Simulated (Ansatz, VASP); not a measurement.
# PN in VASP and in Ansatz

File INCAR:

```
PREC = Accurate
ENCUT = 520
EDIFF = 1E-8
ISMEAR = -1
SIGMA = 0.15
LREAL = False
LASPH = True
NELM = 100
ALGO = Normal
ISIF = 2
LWAVE = False
LCHARG = False
GGA = PE
IVDW = 12
LEFG = True
NBANDS = 12
```

The input KPOINTS:

```
Automatic mesh
0
Gamma
  18 14 12
```

File POSCAR:

```
PN
1.0
    2.3476246527      0.0000000000      0.0000000000
    0.0000000000      2.9128262848      0.0000000000
    0.0000000000      0.0000000000      3.3435496182
P N
1 1
Direct
    0.0000000000      0.0000000000      0.5000000000
    0.0000000000      0.0000000000      0.0000000000
```

Input for Ansatz:

```yaml
crystal:
  lattice:
    - [2.3476246527, 0.0, 0.0]
    - [0.0, 2.9128262848, 0.0]
    - [0.0, 0.0, 3.3435496182]
  atoms:
    - { symbol: P, position: [0.0, 0.0, 0.5] }
    - { symbol: "N", position: [0.0, 0.0, 0.0] }
basis:
  ecutwfc: 420
kpoints:
  mp_grid: { grid: [18, 14, 12] }
hamiltonian:
  xc: pbe
  dispersion: d3bj
scf:
  occupations: { method: fermi_dirac, width: 0.15 }
output:
  forces: true
  stress: true
  eigenvalues: true
  efg: {}
checkpoint:
  read: start.run
  write: ck
  compress: false
  write_wavefunctions: false
  write_every: 100000
```

Alike in both runs: task electric field gradients; functional PBE; dispersion D3(BJ); k mesh 18 × 14 × 12; occupations fermi-dirac, width 0.15 eV; no spin polarisation.

|  | VASP | Ansatz |
| --- | --- | --- |
| version | VASP 6.6.1 | Ansatz 0.2.0 |
| potentials or method | VASP PAW PBE potentials, release 64 (P, N), cutoff 520 eV | scalar-relativistic, plane waves, PAW |
| valence electrons in the cell | 10 | 10 |

Ansatz gave:

| Quantity | Value |
| --- | --- |
| gap on the k mesh at the Fermi level (eV) | none |
| pressure (GPa) | 0.0 |
| traceless stress, the component that is largest in VASP (GPa) | 0.00 |
| size of Vzz on the site where it differs most (V/Å²) | 28.2 |

**Question.** What did VASP give for the same quantities?

**Answer.** gap on the k mesh at the Fermi level (eV): none; pressure (GPa): -0.7; traceless stress, the component that is largest in VASP (GPa): -0.71; size of Vzz on the site where it differs most (V/Å²): 25.7.

A gap of «none» marks a metal or a gap that the smearing closes.
